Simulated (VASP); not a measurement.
La: single point with LDA

La:

```
La
1.0
     1.81854    1.81854    1.81854
    -1.81854    1.81854    1.81854
    -1.81854   -1.81854    1.81854
La
1
Cartesian
  0.0000 0.0000 0.0000
```

```yaml
Program: VASP 6.6.1
Task: single point
Functional: LDA
Potentials_or_basis: VASP PAW LDA potentials, release 64 (La)
Cutoff: 520 eV
k_mesh: 8 × 8 × 8
Occupations: methfessel-paxton, width 0.05 eV
Spin: no spin polarisation
```

| Property | Result |
| --- | --- |
| Pressure | 14.9 GPa |

Levels at points of the mesh, in eV from the Fermi level:
```
           k point  band 3  band 4  band 5  band 6  band 7  band 8
(0.00, 0.00, 0.00)  -13.86  -13.86   -1.83    1.80    1.80    1.80
(0.50, 0.00, 0.00)  -15.17  -14.01   -2.39   -0.71    1.91    2.34
(0.50, 0.50, 0.50)  -16.66  -16.66   -3.39   -3.39    2.22    2.79
```

Wall time 6.8 s on 1 thread of Intel Xeon 6975P-C (shared host), peak memory 0.14 GiB.

Caveat: spin-orbit coupling is left out, which moves the levels of the heavy elements.
